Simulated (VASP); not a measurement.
# K2H3Au (R-3m) in VASP: further runs

K2H3Au is run at these levels: PBEsol, r2SCAN+rVV10; tasks: single point.

Program: VASP 6.6.1. These are calculated values, not measurements. Logs are shortened: lines on timing, memory, paths and dates and some standing lists are left out, and cuts for length are marked.

### Step 1. The cell of the first run

It takes space group R-3m (No. 166, trigonal). The conventional cell has a = 5.719 Å, b = 5.719 Å, c = 9.291 Å, α = 90.00°, β = 90.00°, γ = 120.00°. K (site symmetry 3m) has 9 H at 2.39 to 3.17 Å and 4 K at 2.73 to 3.32 Å and 4 Au at 3.28 to 3.31 Å within 3.4 Å. Within 3.0 Å of H (site symmetry 2/m) lie 2 Au at 2.26 Å and 2 K at 2.39 Å and 4 H at 2.86 Å. Within 3.0 Å of Au (site symmetry -3m) lie 6 H at 2.26 Å.

### Step 2. Single point, PBEsol

INCAR

```
PREC     = Accurate       # precision mode
ENCUT    = 520            # plane-wave cutoff, eV
EDIFF    = 1E-6           # SCF threshold, eV
ISMEAR   = -1             # smearing method
SIGMA    = 0.03           # smearing width, eV
LREAL    = False          # projectors in reciprocal space
LASPH    = True           # aspherical terms in the spheres
NELM     = 60             # most SCF steps
ALGO     = Normal         # electronic algorithm
ISIF     = 2              # what is computed and relaxed
LWAVE    = False          # write WAVECAR
LCHARG   = False          # write CHGCAR
GGA      = PS             # functional
NBANDS   = 25             # bands
```

KPOINTS

```
regular mesh
0
Gamma
  4 4 4
```

POSCAR

```
K2H3Au
1.0
    2.8593924636      1.6508710086      3.0970359482
   -2.8593924636      1.6508710086      3.0970359482
    0.0000000000     -3.3017420172      3.0970359482
K H Au
2 3 1
Direct
    0.3529423072      0.3529423072      0.3529423072
    0.6470576928      0.6470576928      0.6470576928
    0.0000000000      0.0000000000      0.5000000000
    0.0000000000      0.5000000000      0.0000000000
    0.5000000000      0.0000000000      0.0000000000
    0.0000000000      0.0000000000      0.0000000000
```

Potentials or basis: VASP PAW PBE potentials, release 64 (K_sv, H, Au).

Launch:

```console
> cat potpaw_PBE.64/K_sv/POTCAR potpaw_PBE.64/H/POTCAR potpaw_PBE.64/Au/POTCAR > POTCAR
> mpirun -np 1 vasp_std > vasp.out
```

OUTCAR:

```text
PREC = Accurate
   ENCUT = 520
   EDIFF = 1E-6
   ISMEAR = -1
   LREAL = False
   LASPH = True
   NELM = 60
   ISIF = 2
   GGA = PS

 ion  position               nearest neighbor table
   1  0.353  0.353  0.353-   2 2.73   6 3.28   6 3.31   6 3.31   6 3.31   2 3.32   2 3.32   2 3.32

   2  0.647  0.647  0.647-   1 2.73   6 3.28   6 3.31   6 3.31   6 3.31   1 3.32   1 3.32   1 3.32

   3  0.000  0.000  0.500-
   4  0.000  0.500  0.000-
   5  0.500  0.000  0.000-
   6  0.000  0.000  0.000-   1 3.28   2 3.28   2 3.31   2 3.31   1 3.31   1 3.31   2 3.31   1 3.31

  LATTYP: Found a trigonal (rhomboedric) cell.
 ALAT       =     4.5269340632
 COS(alpha) =     0.2020619146

  Lattice vectors:

 A1 = (   2.8593924636,   1.6508710086,   3.0970359482)
 A2 = (  -2.8593924636,   1.6508710086,   3.0970359482)
 A3 = (   0.0000000000,  -3.3017420172,   3.0970359482)

Analysis of symmetry for initial positions (statically):
=====================================================================
 Subroutine PRICEL returns:
 Original cell was already a primitive cell.

 Routine SETGRP: Setting up the symmetry group for a
 trigonal (rhombohedral) supercell.

 Subroutine GETGRP returns: Found 12 space group operations
 (whereof 12 operations were pure point group operations)
 out of a pool of 12 trial point group operations.

The static configuration has the point symmetry D_3d.

Analysis of symmetry for dynamics (positions and initial velocities):
=====================================================================
 Subroutine PRICEL returns:
 Original cell was already a primitive cell.

 Routine SETGRP: Setting up the symmetry group for a
 trigonal (rhombohedral) supercell.

 Subroutine GETGRP returns: Found 12 space group operations
 (whereof 12 operations were pure point group operations)
 out of a pool of 12 trial point group operations.

The dynamic configuration has the point symmetry D_3d.

 Subroutine INISYM returns: Found 12 space group operations
 (whereof 12 operations are pure point group operations),
 and found     1 'primitive' translations

----------------------------------------------------------------------------------------

                                     Primitive cell

[... 84 lines left out ...]
   ENCUT  =  520.0 eV  38.22 Ry    6.18 a.u.   8.42  8.42  8.42*2*pi/ulx,y,z
   NELM   =     60;   NELMIN=  2; NELMDL= -5     # of ELM steps
   EDIFF  = 0.1E-05   stopping-criterion for ELM
   LREAL  =      F    real-space projection
   EDIFFG = 0.1E-04   stopping-criterion for IOM
   NSW    =      0    number of steps for IOM
   IBRION =     -1    ionic relax: 0-MD 1-quasi-New 2-CG
   NFREE  =      0    steps in history (QN), initial steepest desc. (CG)
   ISIF   =      2    stress and relaxation
   ISYM   =      2    0-nonsym 1-usesym 2-fastsym
   POTIM  = 0.5000    time-step for ionic-motion
   TEBEG  =    0.0;   TEEND  =   0.0 temperature during run
   PSTRESS=    0.0 pullay stress
   NELECT =      32.0000    total number of electrons
   NUPDOWN=      -1.0000    fix difference up-down
   EMIN   =  10.00;   EMAX   =-10.00  energy-range for DOS
   EFERMI =   0.00;   METHOD = LEGACY
   ISMEAR =    -1;   SIGMA  =   0.03  broadening in eV -4-tet -1-fermi 0-gaus
   EFERMI_NEDOS =   21; number of points for ismear=-14 and -15
   IALGO  =     38    algorithm
   IMIX   =      4    mixing-type and parameters
     AMIX     =   0.40;   BMIX     =  1.00
     AMIX_MAG =   1.60;   BMIX_MAG =  1.00
  volume/ion in A,a.u.               =      14.62        98.66
  Fermi-wavevector in a.u.,A,eV,Ry     =   1.169760  2.210525 18.617368  1.368338
  Thomas-Fermi vector in A             =   2.306228
   LORBIT       =      0    0 simple, 1 ext, 2 COOP (PROOUT), +10 PAW based schemes
   GGA     = PS    functional components
   LHFCALC =     F    Hartree Fock is set to
   AEXX    =    0.0000 exact exchange contribution
   IVDW    =     0    specifies the selected vdW correction
   LEPSILON=     F    determine dielectric tensor
   LRPA    =     F    only Hartree local field effects (RPA)
 non-spin polarized calculation
  energy-cutoff  :      520.00
  volume of cell :       87.72
 maximum number of plane-waves:      2382
 NGX is ok and might be reduce to    36
   NGX = 17   NGY = 17   NGZ = 17

 number of electron      31.9999995 magnetization

 Free energy of the ion-electron system (eV)
  ---------------------------------------------------
  ext. energy  EPLUGINS =         0.00000000
  ---------------------------------------------------
  free energy    TOTEN  =       -15.18851528 eV

  energy without entropy =      -15.18339399  energy(sigma->0) =      -15.18595463

 E-fermi :   2.8920     XC(G=0):  -9.5828

 val. band max:        2.8787299235   @ k =   0.5000   0.2500   0.2500
 cond. band min:       2.9792406717   @ k =  -0.2500   0.5000   0.2500
 fundamental gap:      0.1005107483
 Fermi energy:         2.8920147343

 k-point     1 :       0.0000    0.0000    0.0000
  band No.  band energies     occupation
      1     -28.1901      2.00000
      2     -27.7722      2.00000
      3     -12.3108      2.00000
      4     -11.7371      2.00000
      5     -11.7371      2.00000
      6     -11.4548      2.00000
[... 353 lines left out ...]
     24       9.2042      0.00000
     25       9.2042      0.00000

------------------------ aborting loop because EDIFF is reached ----------------------------------------

  FORCE on cell =-STRESS in cart. coord.  units (eV):
  Direction    XX          YY          ZZ          XY          YZ          ZX
  --------------------------------------------------------------------------------------
  -------------------------------------------------------------------------------------
  Total        0.0029894      0.0029894      0.0654349      0.0000000      0.0000000      0.0000000
  in kB        0.0546031      0.0546031      1.1951868      0.0000000      0.0000000      0.0000000
  external PRESSURE =       0.4347977 kB  Pullay stress =       0.0000000 kB

 VOLUME and BASIS-vectors are now :
 -----------------------------------------------------------------------------
  energy-cutoff  :      520.00
  volume of cell :       87.72
      direct lattice vectors                 reciprocal lattice vectors
     2.859392464  1.650871009  3.097035948     0.174862320  0.100956808  0.107629791
    -2.859392464  1.650871009  3.097035948    -0.174862320  0.100956808  0.107629791
     0.000000000 -3.301742017  3.097035948     0.000000000 -0.201913615  0.107629791

 POSITION                                       TOTAL-FORCE (eV/Angst)
 -----------------------------------------------------------------------------------
      0.00000      0.00000      3.27923         0.000000     -0.000000     -0.012397
      0.00000      0.00000      6.01188         0.000000      0.000000      0.012397
      0.00000     -1.65087      1.54852         0.000000      0.000000     -0.000000
     -1.42970      0.82544      1.54852        -0.000000      0.000000     -0.000000
      1.42970      0.82544      1.54852         0.000000      0.000000     -0.000000
      0.00000      0.00000      0.00000         0.000000      0.000000     -0.000000
 -----------------------------------------------------------------------------------
    total drift:                               -0.000000      0.000000     -0.000000

  FREE ENERGIE OF THE ION-ELECTRON SYSTEM (eV)
  ---------------------------------------------------
  free  energy   TOTEN  =       -15.1885152767 eV

  energy  without entropy=      -15.1833939890  energy(sigma->0) =      -15.18595463
```

stdout:

```text
POSCAR found type information on POSCAR K H Au
 POSCAR found :  3 types and       6 ions
 scaLAPACK will be used
 -----------------------------------------------------------------------------
|                                                                             |
|                                                                             |
|     You enforced a specific xc type in the INCAR file but a different       |
|     I HOPE YOU KNOW WHAT YOU ARE DOING!                                     |
|                                                                             |
 -----------------------------------------------------------------------------

 LDA part: xc-table for (Slater+PW92), standard interpolation
 POSCAR, INCAR and KPOINTS ok, starting setup
 FFT: planning ... GRIDC
 FFT: planning ... GRID_SOFT
 FFT: planning ... GRID
 WAVECAR not read
 entering main loop
```

Wall time 28 s (1 thread of Intel Xeon Platinum 8488C (Sapphire Rapids), shared host); peak memory 0.21 GiB.

What came out:

```yaml
Free_energy: -15.1885 eV
Pressure: 0.0 GPa
Largest_force: 0.012 eV/Å
Band_gap_on_the_k_mesh: zero (bands 16 and 17 overlap by 3.48 eV)
```

Forces in eV/Å, atoms in the order of the input:
```
K    0.000  0.000 -0.012
K    0.000  0.000  0.012
H    0.000  0.000  0.000
H    0.000  0.000  0.000
H    0.000  0.000  0.000
Au   0.000  0.000  0.000
```

Levels at points of the mesh, in eV from the Fermi level:
```
           k point  band 14  band 15  band 16  band 17  band 18  band 19
(0.00, 0.00, 0.00)    -3.89     0.67     0.67     1.75     1.75     3.86
(0.50, 0.00, 0.00)    -3.93    -3.72     0.24     2.53     2.73     3.66
(0.50, 0.50, 0.00)    -3.90    -3.37    -2.83     2.39     2.78     3.00
(0.50, 0.50, 0.50)    -3.92    -3.12    -3.12    -2.81     4.42     4.42
```

Caveat: the PAW data sets were made with another functional, which shifts forces and pressure a little; spin-orbit coupling is left out, which moves the levels of the heavy elements.

### Step 3. Single point, r2SCAN+rVV10

This run uses another cell than the first one, of 14.83 Å³/atom.

POSCAR

```
K2H3Au
1.0
    2.8702355968      1.6571312944      3.1171528805
   -2.8702355968      1.6571312944      3.1171528805
    0.0000000000     -3.3142625889      3.1171528805
K H Au
2 3 1
Direct
    0.3534764978      0.3534764978      0.3534764978
    0.6465235022      0.6465235022      0.6465235022
    0.0000000000      0.0000000000      0.5000000000
    0.0000000000      0.5000000000      0.0000000000
    0.5000000000      0.0000000000      0.0000000000
    0.0000000000      0.0000000000      0.0000000000
```

INCAR.step1

```
SYSTEM = K2H3Au
ALGO = Normal
EDIFF = 1E-4
ENCUT = 520
GGA = PE
ISMEAR = -1
LASPH = .True.
LCHARG = .False.
LREAL = .False.
LWAVE = .True.
NBANDS = 25
NELM = 100
PREC = Accurate
SIGMA = 0.03
```

INCAR.step2

```
SYSTEM = K2H3Au
ALGO = Normal
BPARAM = 11.95
CPARAM = 0.0093
EDIFF = 1E-7
ENCUT = 520
ISIF = 2
ISMEAR = -1
ISTART = 1
IVDW_NL = 2
LASPH = .True.
LCHARG = .False.
LMIXTAU = .True.
LREAL = .False.
LUSE_VDW = .True.
LWAVE = .False.
METAGGA = R2SCAN
NBANDS = 25
NELM = 100
PREC = Accurate
SIGMA = 0.03
```

KPOINTS

```
k-points
0
Gamma
  6 6 6
  0 0 0
```

Potentials or basis: VASP PAW PBE potentials, release 64 (K_sv, H, Au).

Launch:

```console
> cat potpaw_PBE.64/K_sv/POTCAR potpaw_PBE.64/H/POTCAR potpaw_PBE.64/Au/POTCAR > POTCAR
> cp INCAR.step1 INCAR
> mpirun -np 1 vasp_std > vasp.out
> cp INCAR.step2 INCAR
> mpirun -np 1 vasp_std > vasp.out
```

OUTCAR:

```text
SYSTEM = K2H3Au
   BPARAM = 11.95
   EDIFF = 1E-7
   ENCUT = 520
   ISIF = 2
   ISMEAR = -1
   ISTART = 1
   IVDW_NL = 2
   LASPH = .True.
   LREAL = .False.
   METAGGA = R2SCAN
   NELM = 100
   PREC = Accurate

 ion  position               nearest neighbor table
   1  0.353  0.353  0.353-   2 2.74   6 3.31   6 3.32   6 3.32   6 3.32   2 3.34   2 3.34   2 3.34

   2  0.647  0.647  0.647-   1 2.74   6 3.31   6 3.32   6 3.32   6 3.32   1 3.34   1 3.34   1 3.34
[... 886 lines left out ...]
  -------------------------------------------------------------------------------------
  Total        0.0590550      0.0590550      0.0863736      0.0000000     -0.0000000      0.0000000
  in kB        1.0636117      1.0636117      1.5556350      0.0000000     -0.0000000      0.0000000
  external PRESSURE =       1.2276194 kB  Pullay stress =       0.0000000 kB

 VOLUME and BASIS-vectors are now :
 -----------------------------------------------------------------------------
  energy-cutoff  :      520.00
  volume of cell :       88.96
      direct lattice vectors                 reciprocal lattice vectors
     2.870235597  1.657131294  3.117152880     0.174201728  0.100575414  0.106935189
    -2.870235597  1.657131294  3.117152880    -0.174201728  0.100575414  0.106935189
     0.000000000 -3.314262589  3.117152880     0.000000000 -0.201150829  0.106935189

 POSITION                                       TOTAL-FORCE (eV/Angst)
 -----------------------------------------------------------------------------------
      0.00000     -0.00000      3.30552         0.000000     -0.000000      0.000820
      0.00000     -0.00000      6.04594         0.000000      0.000000     -0.000820
      0.00000     -1.65713      1.55858         0.000000     -0.000000      0.000000
     -1.43512      0.82857      1.55858         0.000000     -0.000000      0.000000
      1.43512      0.82857      1.55858         0.000000     -0.000000      0.000000
      0.00000      0.00000      0.00000        -0.000000     -0.000000      0.000000
 -----------------------------------------------------------------------------------
    total drift:                                0.000000     -0.000000      0.000000

  FREE ENERGIE OF THE ION-ELECTRON SYSTEM (eV)
  ---------------------------------------------------
  free  energy   TOTEN  =       -71.3540901493 eV

  energy  without entropy=      -71.3519688113  energy(sigma->0) =      -71.35302948
```

Run time: 3.4 min. Hardware: 1 thread of Intel Xeon Platinum 8488C (Sapphire Rapids), shared host; peak memory 0.44 GiB.

Results:

```yaml
Free_energy: -71.3541 eV
Pressure: 0.1 GPa
Band_gap_on_the_k_mesh: zero (bands 16 and 17 overlap by 3.32 eV)
```

Caveat: the PAW data sets were made with another functional, which shifts forces and pressure a little; spin-orbit coupling is left out, which moves the levels of the heavy elements.
